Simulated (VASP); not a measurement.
Sb:

```
Sb
1.0
    -1.59729    1.59729    2.74763
     1.59729   -1.59729    2.74763
     1.59729    1.59729   -2.74763
Sb
1
Direct
  0.00000 0.00000 0.00000
```

Base run:

| Property | Result |
| --- | --- |
| Program | VASP 6.6.1 |
| Functional | r2SCAN |
| Potentials or basis | VASP PAW PBE potentials, release 64 (Sb) |
| Cutoff | 520 eV |
| k mesh | 12 × 12 × 12 |
| Occupations | fermi-dirac, width 0.05 eV |
| Spin | no spin polarisation |

Its results: pressure -1.3 GPa.

Task: After a change of settings the same cell gave: pressure -4.5 GPa. Which change was it?
A. functional from r2SCAN to PBE
B. functional from r2SCAN to PBEsol
C. functional from r2SCAN to LDA; potentials or basis from VASP PAW PBE potentials, release 64 (Sb) to VASP PAW LDA potentials, release 64 (Sb)

Result: C.

Caveats: the PAW data sets were made with another functional, which shifts forces and pressure a little (some runs).
